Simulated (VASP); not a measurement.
Set up this calculation in VASP 6.6.1, as the native input.

```
Task                   : single point
Functional             : PBEsol
Potentials or basis    : VASP PAW PBE potentials, release 64 (Sb)
Cutoff                 : 520 eV
k mesh                 : 7 × 7 × 7
Occupations            : methfessel-paxton, width 0.05 eV
Spin                   : no spin polarisation
Dipole correction      : no
Further INCAR settings : ALGO = Normal; EDIFF = 1e-06; NBANDS = 8
```

The structure of Sb lies in POSCAR:

```
Sb
1.0
    3.1600000000      0.0000000000      0.0000000000
    0.0000000000      3.1600000000      0.0000000000
    0.0000000000      0.0000000000      3.1600000000
Sb
1
Direct
    0.0000000000      0.0000000000      0.0000000000
```

The input as run:

INCAR

```
SYSTEM = Sb
ALGO = Normal
EDIFF = 1E-6
ENCUT = 520
GGA = PS
ISIF = 2
ISMEAR = 1
LASPH = .True.
LCHARG = .False.
LREAL = .False.
LWAVE = .False.
NBANDS = 8
NELM = 100
PREC = Accurate
SIGMA = 0.05
```

KPOINTS

```
k-points
0
Gamma
  7 7 7
  0 0 0
```

Potentials or basis: VASP PAW PBE potentials, release 64 (Sb).

The run is started by

```sh
$ cat potpaw_PBE.64/Sb/POTCAR > POTCAR
$ mpirun -np 1 vasp_std > vasp.out
```

Results of the run:

| Item | Value |
| --- | --- |
| Pressure | -4.6 GPa |

Caveat: the PAW data sets were made with another functional, which shifts forces and pressure a little.

It took 4.4 s on 1 thread of Intel(R) Xeon(R) Platinum 8488C (Sapphire Rapids), with other jobs on the host, peak memory 0.13 GiB.
